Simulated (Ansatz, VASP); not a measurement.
Two plane-wave programs on TaAl5

```
Ta Al
1.0
     6.32346    0.00000    0.00000
     0.00000    6.32346    0.00000
     0.00000    0.00000    5.17024
Ta Al
1 5
Direct
  0.00000 0.00000 0.50000
  0.71605 0.71605 0.50000
  0.28395 0.28395 0.50000
  0.28395 0.71605 0.50000
  0.71605 0.28395 0.50000
  0.00000 0.00000 0.00000
```

Alike in both runs: functional PBE; k mesh 4 × 4 × 4; occupations gaussian, width 0.1 eV; no spin polarisation.

Ansatz relaxed the structure, and its values are those at the end. VASP's run is a single point on that final structure, the one shown.

|  | VASP | Ansatz |
| --- | --- | --- |
| version | VASP 6.6.1 | Ansatz 0.2.0 |
| potentials or method | VASP PAW PBE potentials, release 64 (Ta_pv, Al), cutoff 520 eV | scalar-relativistic, plane waves, PAW |
| valence electrons in the cell | 26 | 28 |

|  | VASP | Ansatz | Ansatz less VASP |
| --- | --- | --- | --- |
| gap on the k mesh at the Fermi level (eV) | none | none | - |
| pressure (GPa) | 0.0 | 0.0 | +0.01 |

A gap of «none» marks a metal or a gap that the smearing closes. With one functional, cell and mesh, what is left measures potentials, basis and numerics. VASP's potentials hold 26 valence electrons a cell and Ansatz's 28, so a difference there can come from the potentials and not from the codes.

Neither program's run includes spin-orbit coupling.
